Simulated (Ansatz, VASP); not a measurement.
**One calculation of Ta, two programs**

```
CELL_PARAMETERS angstrom
2.87439 0.00000 0.00000
-0.95813 2.71000 0.00000
0.00000 0.00000 24.38770
ATOMIC_POSITIONS crystal
Ta 0.50000 0.50000 0.30753
Ta 0.00000 0.00000 0.40377
Ta 0.50000 0.50000 0.50000
Ta 0.00000 0.00000 0.59623
Ta 0.50000 0.50000 0.69247
```

Alike in both runs: task single point; functional PBE; k mesh 13 × 13 × 1; occupations gaussian, width 0.1 eV; no spin polarisation.

|  | VASP | Ansatz |
| --- | --- | --- |
| version | VASP 6.6.1 | Ansatz 0.2.0 |
| potentials or method | VASP PAW PBE potentials, release 64 (Ta_pv), cutoff 520 eV | scalar-relativistic, plane waves, PAW |
| valence electrons in the cell | 55 | 65 |

```tsv
	VASP	Ansatz	Ansatz less VASP
gap on the k mesh at the Fermi level (eV)	none	none	-
rms of the force components (eV/Å)	0.244	0.243	-0.0011
```

Atom by atom the forces differ by 0.002 eV/Å (rms over components). A gap of «none» marks a metal or a gap that the smearing closes. VASP's potentials hold 55 valence electrons a cell and Ansatz's 65, so a difference there can come from the potentials and not from the codes. Ansatz's warnings: xc potential rough in thin density.

Neither program's run includes spin-orbit coupling.
